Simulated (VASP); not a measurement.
A run of VASP 6.6.1 is set up as follows.

Contents of INCAR:

```
PREC = Accurate ; ENCUT = 600
EDIFF = 1E-6 ; ISMEAR = 0
SIGMA = 0.2 ; LREAL = False
LASPH = True ; NELM = 120
ALGO = Normal ; ISIF = 2
LWAVE = False ; LCHARG = False
GGA = PE ; NBANDS = 26
GGA_COMPAT = False
```

Contents of KPOINTS:

```
Automatic mesh
0
Gamma
  4 4 3
```

The input POSCAR:

```
Si2WC3
1.0
    3.8186023488      0.0000000000      0.0000000000
    0.0000000000      3.8186023488      0.0000000000
    0.0000000000      0.0000000000      6.3325698985
Si W C
2 1 3
Direct
    0.0000000000      0.0000000000      0.2448982710
    0.5000000000      0.5000000000      0.8524875589
    0.5000000000      0.5000000000      0.4633315659
    0.5000000000      0.0000000000      0.3210137933
    0.0000000000      0.5000000000      0.3210137933
    0.5000000000      0.5000000000      0.1263287776
```

Potentials or basis: VASP PAW PBE potentials, release 64 (Si, W_sv, C).

Run with:

```sh
$ cat potpaw_PBE.64/Si/POTCAR potpaw_PBE.64/W_sv/POTCAR potpaw_PBE.64/C/POTCAR > POTCAR
$ mpirun -np 1 vasp_std > vasp.out
```

**Question.** Estimate the largest force.

**Answer.** 0.049 eV/Å.

**Question.** Predict the band gap on the k mesh.

**Answer.** Zero (bands 17 and 18 overlap by 0.36 eV).

**Question.** Predict the pressure.

**Answer.** 0.2 GPa.

Stress tensor (GPa, compression positive):
```
0.04 0.00 0.00
0.00 0.04 0.00
0.00 0.00 0.43
```

Caveat: the k points lie up to 0.41 Å⁻¹ apart; spin-orbit coupling is left out, which moves the levels of the heavy elements.
